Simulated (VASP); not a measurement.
The system is Si2Mo.

```
Mo Si
1.0
     4.58547    0.00000    0.00000
    -2.29274    3.97113    0.00000
     0.00000    0.00000    6.57976
Mo Si
3 6
Cartesian
  1.1464 1.9856 5.4831
  -1.1464 1.9856 1.0966
  2.2927 0.0000 3.2899
  0.0000 1.3015 3.2899
  1.1656 3.3204 1.0966
  3.4583 0.6508 5.4831
  2.2927 2.6696 3.2899
  1.1272 0.6508 1.0966
  -1.1656 3.3204 5.4831
```

Base run:

| Property | Result |
| --- | --- |
| Program | VASP 6.6.1 |
| Functional | RPBE |
| Potentials or basis | VASP PAW PBE potentials, release 64 (Mo_sv, Si) |
| Cutoff | 520 eV |
| k mesh | 7 × 7 × 4 |
| Occupations | fermi-dirac, width 0.05 eV |
| Spin | no spin polarisation |

Its results: band gap on the k mesh 0.28 eV (least direct gap 0.64 eV); pressure 6.0 GPa; largest force 0.007 eV/Å.

After a change of settings the same cell gave: band gap on the k mesh 0.24 eV (least direct gap 0.59 eV); pressure -4.3 GPa; largest force 0.049 eV/Å. Which change was it?
A. functional from RPBE to PBE; further incar settings from ALGO = Normal; EDIFF = 1e-06; NBANDS = 43 to ALGO = Normal; EDIFF = 1e-08; NBANDS = 43
B. functional from RPBE to LDA; potentials or basis from VASP PAW PBE potentials, release 64 (Mo_sv, Si) to VASP PAW LDA potentials, release 64 (Mo_sv, Si)
C. functional from RPBE to r2SCAN

B.

Caveats: an odd mesh through Γ misses points on the zone boundary, where band edges can lie; the cell stands under pressure (at least some runs); the PAW data sets were made with another functional, which shifts forces and pressure a little (at least some runs); the cell stands under tension (at least some runs).
